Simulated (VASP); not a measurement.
# HoNbSe3 (P4mm) in VASP: notebook, part 2 of 2

VASP 6.6.1.

### Step 3. Single point, PBE, collinear spin, zero start

Input file INCAR:

```
ALGO     = Normal         # electronic algorithm
EDIFF    = 1E-6           # SCF threshold, eV
ENCUT    = 500            # plane-wave cutoff, eV
GGA      = PE             # functional
GGA_COMPAT= False        
ISIF     = 2              # what is computed and relaxed
ISMEAR   = 0              # smearing method
ISPIN    = 2              # spin polarisation
LASPH    = True           # aspherical terms in the spheres
LCHARG   = False          # write CHGCAR
LMAXMIX  = 6              # l up to which the mixer works
LORBIT   = 11             # projections on sites
LREAL    = False          # projectors in reciprocal space
LWAVE    = False          # write WAVECAR
MAGMOM   = 0 0 0 0 0      # initial moments
NBANDS   = 32             # bands
NELM     = 200            # most SCF steps
PREC     = Accurate       # precision mode
SIGMA    = 0.1            # smearing width, eV
```

Input file KPOINTS:

```
k-points
0
Gamma
  4 4 4
```

Input file POSCAR:

```
HoNbSe3
1.0
    4.5836481600      0.0000000000      0.0000000000
    0.0000000000      4.5836481600      0.0000000000
    0.0000000000      0.0000000000      5.7943464800
Ho Nb Se
1 1 3
Direct
    0.0000000000      0.0000000000      0.9838940500
    0.5000000000      0.5000000000      0.6872155100
    0.0000000000      0.5000000000      0.5006765100
    0.5000000000      0.5000000000      0.1001364400
    0.5000000000      0.0000000000      0.5006765100
```

Potentials or basis: VASP PAW PBE potentials, release 64 (Ho_3, Nb_sv, Se), 4f in core.

Run with:

```sh
> cat potpaw_PBE.64/Ho_3/POTCAR potpaw_PBE.64/Nb_sv/POTCAR potpaw_PBE.64/Se/POTCAR > POTCAR
> mpirun -np 1 vasp_std > vasp.out
```

OUTCAR:

```text
EDIFF = 1E-6
   ENCUT = 500
   GGA = PE
   ISIF = 2
   ISMEAR = 0
   ISPIN = 2
   LASPH = True
   LORBIT = 11
   LREAL = False
   NELM = 200
   PREC = Accurate

 ion  position               nearest neighbor table
   1  0.000  0.000  0.984-
   2  0.500  0.500  0.687-   4 2.39   3 2.53   5 2.53   5 2.53   3 2.53
   3  0.000  0.500  0.501-   2 2.53   2 2.53
   4  0.500  0.500  0.100-   2 2.39
   5  0.500  0.000  0.501-   2 2.53   2 2.53

  LATTYP: Found a simple tetragonal cell.
[... 1487 lines left out ...]
     0.000000000  4.583648160  0.000000000     0.000000000  0.218166832  0.000000000
     0.000000000  0.000000000  5.794346480     0.000000000  0.000000000  0.172582017

 POSITION                                       TOTAL-FORCE (eV/Angst)
 -----------------------------------------------------------------------------------
      0.00000      0.00000      5.70102         0.000000      0.000000     -0.180187
      2.29182      2.29182      3.98196        -0.000000      0.000000     -0.125931
      0.00000      2.29182      2.90109         0.000000      0.000000      0.271871
      2.29182      2.29182      0.58023         0.000000     -0.000000     -0.237625
      2.29182      0.00000      2.90109         0.000000      0.000000      0.271871
 -----------------------------------------------------------------------------------
    total drift:                                0.000000      0.000000      0.000096

  FREE ENERGIE OF THE ION-ELECTRON SYSTEM (eV)
  ---------------------------------------------------
  free  energy   TOTEN  =       -27.8266484411 eV

  energy  without entropy=      -27.8022768869  energy(sigma->0) =      -27.81446266

 total charge

# of ion       s       p       d       tot
------------------------------------------
    1        0.283   6.268   0.806   7.357
    2        2.172   6.011   2.539  10.721
    3        1.479   2.323   0.052   3.854
    4        1.480   2.322   0.053   3.855
    5        1.479   2.323   0.052   3.854
--------------------------------------------------
tot          6.893  19.246   3.503  29.642

 magnetization (x)

# of ion       s       p       d       tot
------------------------------------------
    1        0.000   0.000   0.000   0.000
    2       -0.000  -0.000  -0.000  -0.000
    3        0.000   0.000  -0.000   0.000
    4        0.000   0.000   0.000   0.000
    5        0.000   0.000  -0.000   0.000
--------------------------------------------------
tot         -0.000   0.000  -0.000  -0.000
```

OSZICAR:

```text
N       E                     dE             d eps       ncg     rms          rms(c)
DAV:   1     0.338186171911E+03    0.33819E+03   -0.17142E+04  2488   0.112E+03
DAV:   2     0.499404893832E+01   -0.33319E+03   -0.31914E+03  3456   0.395E+02
DAV:   3    -0.269434050356E+02   -0.31937E+02   -0.30705E+02  4088   0.102E+02
DAV:   4    -0.290354263470E+02   -0.20920E+01   -0.20664E+01  4056   0.198E+01
DAV:   5    -0.292031634881E+02   -0.16774E+00   -0.16729E+00  3392   0.459E+00    0.133E+01
DAV:   6    -0.281321989195E+02    0.10710E+01   -0.76622E+00  4136   0.121E+01    0.844E+00
DAV:   7    -0.279055534448E+02    0.22665E+00   -0.29294E+00  3888   0.808E+00    0.646E+00
DAV:   8    -0.278223841705E+02    0.83169E-01   -0.36418E-01  3528   0.384E+00    0.232E+00
DAV:   9    -0.278281728186E+02   -0.57886E-02   -0.52802E-02  3992   0.123E+00    0.514E-01
DAV:  10    -0.278266036155E+02    0.15692E-02   -0.12307E-02  3584   0.679E-01    0.169E-01
DAV:  11    -0.278266389292E+02   -0.35314E-04   -0.11483E-03  3544   0.224E-01    0.891E-02
DAV:  12    -0.278266466326E+02   -0.77034E-05   -0.11547E-04  3544   0.679E-02    0.396E-02
DAV:  13    -0.278266465442E+02    0.88347E-07   -0.26519E-05  3928   0.301E-02    0.134E-02
DAV:  14    -0.278266487211E+02   -0.21768E-05   -0.50318E-06  3232   0.168E-02    0.493E-03
DAV:  15    -0.278266484411E+02    0.28000E-06   -0.39767E-07  1896   0.473E-03
   1 F= -.27826648E+02 E0= -.27814463E+02  d E =-.243716E-01  mag=    -0.0000
```

stdout:

```text
POSCAR found type information on POSCAR HoNbSe
 POSCAR found :  3 types and       5 ions
 scaLAPACK will be used
 LDA part: xc-table for (Slater+PW92), standard interpolation
 POSCAR, INCAR and KPOINTS ok, starting setup
 FFT: planning ... GRIDC
 FFT: planning ... GRID_SOFT
 FFT: planning ... GRID
 WAVECAR not read
 entering main loop
```

Run time: 76 s. Hardware: 1 thread of Intel Xeon 6975P-C (Granite Rapids), shared host; peak memory 0.32 GiB.

What came out:

```yaml
Free_energy: -27.8266 eV
Pressure: 0.4 GPa
Largest_force: 0.272 eV/Å
Band_gap_on_the_k_mesh: zero (filled and empty bands overlap)
Net_moment: 0.00 μB per cell
Valence_electrons_inside_the_program's_atomic_spheres: Ho 7.36; Nb 10.72; Se 3.85
```

Forces in eV/Å, atoms in the order of the input:
```
Ho   0.000  0.000 -0.180
Nb   0.000  0.000 -0.126
Se   0.000  0.000  0.272
Se   0.000  0.000 -0.238
Se   0.000  0.000  0.272
```

Stress tensor (GPa, compression positive):
```
0.51 0.00 0.00
0.00 0.51 0.00
0.00 0.00 0.07
```

Levels at points of the mesh, in eV from the Fermi level:
Spin up:
| k point | band 17 | band 18 | band 19 | band 20 | band 21 | band 22 | band 23 | band 24 |
| --- | --- | --- | --- | --- | --- | --- | --- | --- |
| (0.00, 0.00, 0.00) | -2.68 | -1.20 | -1.20 | -1.02 | -1.00 | -0.40 | 0.78 | 0.78 |
| (0.50, 0.00, 0.00) | -3.50 | -3.12 | -2.74 | 0.08 | 0.37 | 0.56 | 1.78 | 1.87 |
| (0.50, 0.50, 0.00) | -3.37 | -3.25 | -0.57 | 0.08 | 0.52 | 0.59 | 0.59 | 1.45 |
| (0.00, 0.00, 0.50) | -3.00 | -1.31 | -1.31 | -0.94 | 0.73 | 0.77 | 1.30 | 1.30 |
| (0.50, 0.00, 0.50) | -2.99 | -2.88 | -2.03 | -0.09 | 0.58 | 0.90 | 1.19 | 1.45 |
| (0.50, 0.50, 0.50) | -1.69 | -1.69 | -1.11 | -0.77 | -0.77 | 0.33 | 0.65 | 1.60 |
Spin down:
| k point | band 17 | band 18 | band 19 | band 20 | band 21 | band 22 | band 23 | band 24 |
| --- | --- | --- | --- | --- | --- | --- | --- | --- |
| (0.00, 0.00, 0.00) | -2.68 | -1.20 | -1.20 | -1.02 | -1.00 | -0.40 | 0.78 | 0.78 |
| (0.50, 0.00, 0.00) | -3.50 | -3.12 | -2.74 | 0.08 | 0.37 | 0.56 | 1.78 | 1.87 |
| (0.50, 0.50, 0.00) | -3.37 | -3.25 | -0.57 | 0.08 | 0.52 | 0.59 | 0.59 | 1.45 |
| (0.00, 0.00, 0.50) | -3.00 | -1.31 | -1.31 | -0.94 | 0.73 | 0.77 | 1.30 | 1.30 |
| (0.50, 0.00, 0.50) | -2.99 | -2.88 | -2.03 | -0.09 | 0.58 | 0.90 | 1.19 | 1.45 |
| (0.50, 0.50, 0.50) | -1.69 | -1.69 | -1.11 | -0.77 | -0.77 | 0.33 | 0.65 | 1.60 |

Caveat: the magnetic or orbital state may not be the lowest; spin-orbit coupling is left out, which moves the levels of the heavy elements; the 4f electrons are frozen in the core, so they carry no moment and show no levels.

### Step 4. Single point, PBE

This run uses another cell than the first one, of 31.20 Å³/atom.

Input file INCAR:

```
PREC = Accurate
ENCUT = 500
EDIFF = 1E-6
ISMEAR = 0
SIGMA = 0.1
LREAL = F
LASPH = T
NELM = 200
ALGO = Normal
ISIF = 2
LWAVE = F
LCHARG = T
GGA = PE
LELF = T
LVHAR = T
NBANDS = 28
GGA_COMPAT = F
LMAXMIX = 6
```

Input file KPOINTS:

```
regular mesh
0
Gamma
  8 8 6
```

Input file POSCAR:

```
HoNbSe3
1.0
    4.8700305225      0.0000000000      0.0000000000
    0.0000000000      4.8700305225      0.0000000000
    0.0000000000      0.0000000000      6.5770899544
Ho Nb Se
1 1 3
Direct
    0.0000000000      0.0000000000      0.7994303313
    0.5000000000      0.5000000000      0.7261169293
    0.0000000000      0.5000000000      0.5819778605
    0.5000000000      0.5000000000      0.0830960384
    0.5000000000      0.0000000000      0.5819778605
```

Run with:

```sh
> cat potpaw_PBE.64/Ho_3/POTCAR potpaw_PBE.64/Nb_sv/POTCAR potpaw_PBE.64/Se/POTCAR > POTCAR
> mpirun -np 1 vasp_std > vasp.out
```

Wall time 2.1 min (1 thread of Intel Xeon 6975P-C (Granite Rapids), shared host); peak memory 0.4 GiB.

Results (log left out):

```
Free energy            : -29.5372 eV
Pressure               : 0.0 GPa
Largest force          : 0.019 eV/Å
Band gap on the k mesh : zero (bands 20 and 21 overlap by 0.56 eV)
```

Forces on the atoms (eV/Å):
```
Ho   0.000  0.000  0.019
Nb   0.000  0.000 -0.006
Se   0.000  0.000 -0.009
Se   0.000  0.000  0.005
Se   0.000  0.000 -0.009
```

Levels at points of the mesh, in eV from the Fermi level:
| k point | band 17 | band 18 | band 19 | band 20 | band 21 | band 22 | band 23 | band 24 |
| --- | --- | --- | --- | --- | --- | --- | --- | --- |
| (0.00, 0.00, 0.00) | -2.86 | -2.04 | -2.04 | -1.84 | 0.40 | 1.67 | 1.67 | 1.67 |
| (0.50, 0.00, 0.00) | -3.13 | -2.90 | -2.88 | 0.31 | 0.64 | 0.65 | 0.77 | 0.96 |
| (0.50, 0.50, 0.00) | -2.77 | -2.77 | -1.84 | -0.72 | -0.25 | 0.65 | 0.65 | 1.93 |
| (0.00, 0.00, 0.50) | -2.82 | -1.97 | -1.97 | -1.83 | 0.94 | 1.59 | 1.59 | 1.65 |
| (0.50, 0.00, 0.50) | -3.18 | -2.80 | -2.20 | 0.18 | 0.28 | 0.85 | 1.03 | 1.60 |
| (0.50, 0.50, 0.50) | -2.07 | -2.07 | -1.83 | -0.26 | 0.00 | 0.36 | 0.36 | 1.66 |

Caveat: spin-orbit coupling is left out, which moves the levels of the heavy elements; the 4f electrons are frozen in the core, so they carry no moment and show no levels; the run has no spin polarisation, though such a crystal can be magnetic.

### Step 5. Single point, PBE

This run uses another cell than the first one, of 31.20 Å³/atom.

Input file INCAR:

```
SYSTEM = HoNbSe3
ALGO = Normal
EDIFF = 1E-6
ENCUT = 500
GGA = PE
GGA_COMPAT = .False.
ISIF = 2
ISMEAR = 0
LASPH = .True.
LCHARG = .False.
LMAXMIX = 6
LREAL = .False.
LWAVE = .False.
NBANDS = 28
NELM = 200
PREC = Accurate
SIGMA = 0.1
```

Input file KPOINTS:

```
k-points
0
Gamma
  8 8 8
  0 0 0
```

POSCAR is that of step 4.

Run with:

```sh
> cat potpaw_PBE.64/Ho_3/POTCAR potpaw_PBE.64/Nb_sv/POTCAR potpaw_PBE.64/Se/POTCAR > POTCAR
> mpirun -np 1 vasp_std > vasp.out
```

Wall time 2.5 min (1 thread of Intel Xeon 6975P-C (Granite Rapids), shared host); peak memory 0.47 GiB.

Results (log left out):

| Quantity | Value |
| --- | --- |
| Free energy | -29.5369 eV |
| Pressure | 0.0 GPa |
| Largest force | 0.019 eV/Å |
| Band gap on the k mesh | zero (bands 20 and 21 overlap by 0.57 eV) |

Forces on the atoms (eV/Å):
```
Ho   0.000  0.000  0.019
Nb   0.000  0.000 -0.008
Se   0.000  0.000 -0.008
Se   0.000  0.000  0.005
Se   0.000  0.000 -0.008
```

Levels at points of the mesh, in eV from the Fermi level:
```
           k point  band 18  band 19  band 20  band 21  band 22  band 23
(0.00, 0.00, 0.00)    -2.04    -2.04    -1.84     0.40     1.67     1.67
(0.50, 0.00, 0.00)    -2.90    -2.88     0.31     0.64     0.65     0.77
(0.50, 0.50, 0.00)    -2.77    -1.84    -0.72    -0.25     0.65     0.65
(0.00, 0.00, 0.50)    -1.97    -1.97    -1.83     0.94     1.59     1.59
(0.50, 0.00, 0.50)    -2.80    -2.20     0.18     0.28     0.85     1.03
(0.50, 0.50, 0.50)    -2.07    -1.83    -0.26     0.00     0.36     0.36
```

Caveat: spin-orbit coupling is left out, which moves the levels of the heavy elements; the 4f electrons are frozen in the core, so they carry no moment and show no levels; the run has no spin polarisation, though such a crystal can be magnetic.

### Step 6. Overview

| spin | cell | k mesh | gap on the mesh (eV) | pressure (GPa) | largest force (eV/Å) |
| --- | --- | --- | --- | --- | --- |
| off | a = 4.584, b = 4.584, c = 5.794 Å, 5 atoms, atomic positions A | 4 × 4 × 4 | none | 0.4 | 0.27 |
| collinear, zero start | a = 4.584, b = 4.584, c = 5.794 Å, 5 atoms, atomic positions A | 4 × 4 × 4 | none | 0.4 | 0.27 |
| off | a = 4.870, b = 4.870, c = 6.577 Å, 5 atoms, atomic positions B | 8 × 8 × 6 | none | 0.0 | 0.02 |
| off | a = 4.870, b = 4.870, c = 6.577 Å, 5 atoms, atomic positions B | 8 × 8 × 8 | none | 0.0 | 0.02 |

Alike in all rows: task single point; level PBE; potentials or basis VASP PAW PBE potentials, release 64 (Ho_3, Nb_sv, Se), 4f in core; cutoff (eV) 500; smearing gaussian 0.1 eV.

Caveats: spin-orbit coupling is left out, which moves the levels of the heavy elements; the 4f electrons are frozen in the core, so they carry no moment and show no levels; the magnetic or orbital state may not be the lowest (at least some runs).

Absolute energies hang on the potentials; compare differences alone.
